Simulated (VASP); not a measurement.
Input of a VASP 6.6.1 run:

File INCAR:

```
  ALGO = Normal
  EDIFF = 1E-8
  ENCUT = 520
  GGA = PS
  IBRION = 8
  ISIF = 2
  ISMEAR = -1
  LASPH = T
  LCHARG = F
  LREAL = F
  LWAVE = F
  NELM = 100
  NSW = 1
  PREC = Accurate
  SIGMA = 0.15
```

The input KPOINTS:

```
k-points
0
Gamma
  16 16 16
```

File POSCAR:

```
HfN
1.0
    0.0000000000      2.2289081065      2.2289081065
    2.2289081065      0.0000000000      2.2289081065
    2.2289081065      2.2289081065      0.0000000000
Hf N
1 1
Direct
    0.0000000000      0.0000000000      0.0000000000
    0.5000000000      0.5000000000      0.5000000000
```

Potentials or basis: VASP PAW PBE potentials, release 64 (Hf_pv, N).

Run with:

```console
$ cat potpaw_PBE.64/Hf_pv/POTCAR potpaw_PBE.64/N/POTCAR > POTCAR
$ mpirun -np 1 vasp_std > vasp.out
```

(1) Predict the highest phonon frequency at Γ, LO-TO splitting left out.

Answers

(1) 532 cm⁻¹.

Caveat: the cell wasn't relaxed at this level first, which shifts response properties.
